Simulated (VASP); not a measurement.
Here is a VASP 6.6.1 calculation.

Contents of INCAR:

```
SYSTEM = Al5Ga3N8
  PREC = Accurate
  ENCUT = 700
  EDIFF = 1E-6
  ISMEAR = -1
  SIGMA = 0.05
  LREAL = Auto
  LASPH = .TRUE.
  NELM = 120
  ALGO = Normal
  ISIF = 2
  LWAVE = .FALSE.
  LCHARG = .TRUE.
  GGA = PS
  LELF = .TRUE.
  LVHAR = .TRUE.
  NBANDS = 226
  ISYM = -1
  GGA_COMPAT = .FALSE.
```

The input KPOINTS:

```
explicit points
1
Reciprocal
  0.25000000   0.25000000   0.25000000 1
```

Contents of POSCAR:

```
Al5Ga3N8
1.0
    8.8446786861      0.0000000000      0.0000000000
    0.0000000000      8.8446786861      0.0000000000
    0.0000000000      0.0000000000      8.8446786861
Ga Al N
12 20 32
Direct
    0.9996520000      0.9973980000      0.0018140000
    0.9992590000      0.9977540000      0.4983050000
    0.9972500000      0.5013130000      0.0014850000
    0.9974290000      0.5012200000      0.4994930000
    0.2518270000      0.2478750000      0.0020650000
    0.2514920000      0.2479830000      0.4986950000
    0.2511090000      0.5007300000      0.2504100000
    0.2517080000      0.5026800000      0.7503800000
    0.7481860000      0.9974460000      0.7501360000
    0.9979990000      0.2492900000      0.7499330000
    0.5018130000      0.2492220000      0.7504930000
    0.5012530000      0.7505120000      0.2502230000
    0.5003890000      0.9983280000      0.0009840000
    0.4997820000      0.9981010000      0.4994720000
    0.5019910000      0.5004730000      0.0004250000
    0.5025960000      0.5002960000      0.4997920000
    0.2508930000      0.7507340000      0.9997950000
    0.2506950000      0.7509100000      0.5004590000
    0.7478700000      0.2497730000      0.0023230000
    0.7482810000      0.2495390000      0.4978770000
    0.7487680000      0.7488740000      0.0002510000
    0.7485620000      0.7487280000      0.4997410000
    0.2507170000      0.9980000000      0.2502760000
    0.2512810000      0.9962710000      0.7500360000
    0.7487080000      0.9994930000      0.2499130000
    0.7486350000      0.4988570000      0.2502920000
    0.7481610000      0.5010760000      0.7500960000
    0.9972730000      0.2484580000      0.2498560000
    0.9983520000      0.7499890000      0.2503000000
    0.9991880000      0.7494680000      0.7502870000
    0.5020930000      0.2482400000      0.2504410000
    0.5002270000      0.7495680000      0.7499380000
    0.1247660000      0.1239720000      0.1321520000
    0.1276590000      0.1206060000      0.6279920000
    0.1251180000      0.6311520000      0.1252510000
    0.1246820000      0.6307200000      0.6247460000
    0.6245340000      0.1235840000      0.1250320000
    0.6249090000      0.1237710000      0.6187350000
    0.6280530000      0.6218520000      0.1232860000
    0.6246100000      0.6252520000      0.6253390000
    0.3823670000      0.3750090000      0.1257830000
    0.3783950000      0.3777430000      0.6222940000
    0.3726590000      0.8772830000      0.1227220000
    0.3762550000      0.8742210000      0.6248770000
    0.8713700000      0.3718480000      0.1286310000
    0.8674390000      0.3747290000      0.6246650000
    0.8704720000      0.8710470000      0.1283590000
    0.8743730000      0.8681750000      0.6247740000
    0.3788700000      0.1204630000      0.3712760000
    0.3757980000      0.1179220000      0.8747160000
    0.3762330000      0.6253640000      0.3816390000
    0.3793210000      0.6281100000      0.8795600000
    0.8713660000      0.1267200000      0.3723410000
    0.8708410000      0.1262100000      0.8791420000
    0.8704620000      0.6277060000      0.3712320000
    0.8713680000      0.6281080000      0.8719500000
    0.1211570000      0.3716560000      0.3721160000
    0.1253340000      0.3751930000      0.8759220000
    0.1282490000      0.8707960000      0.3715140000
    0.1272370000      0.8711160000      0.8723860000
    0.6245200000      0.3751130000      0.3748600000
    0.6283340000      0.3777860000      0.8786000000
    0.6283060000      0.8776980000      0.3784080000
    0.6214110000      0.8710090000      0.8788140000
```

Potentials or basis: VASP PAW PBE potentials, release 64 (Ga_d, Al, N).

Launch:

```console
$ cat potpaw_PBE.64/Ga_d/POTCAR potpaw_PBE.64/Al/POTCAR potpaw_PBE.64/N/POTCAR > POTCAR
$ mpirun -np 1 vasp_std > vasp.out
```

(1) Predict the pressure.

(2) Estimate the band gap on the k mesh.

(3) What does it give for the largest force?

Answers

(1) -0.2 GPa.

(2) 4.09 eV.

(3) 0.025 eV/Å.

Caveat: the PAW data sets were made with another functional, which shifts forces and pressure a little; a shifted mesh leaves out Γ, where band edges can lie.
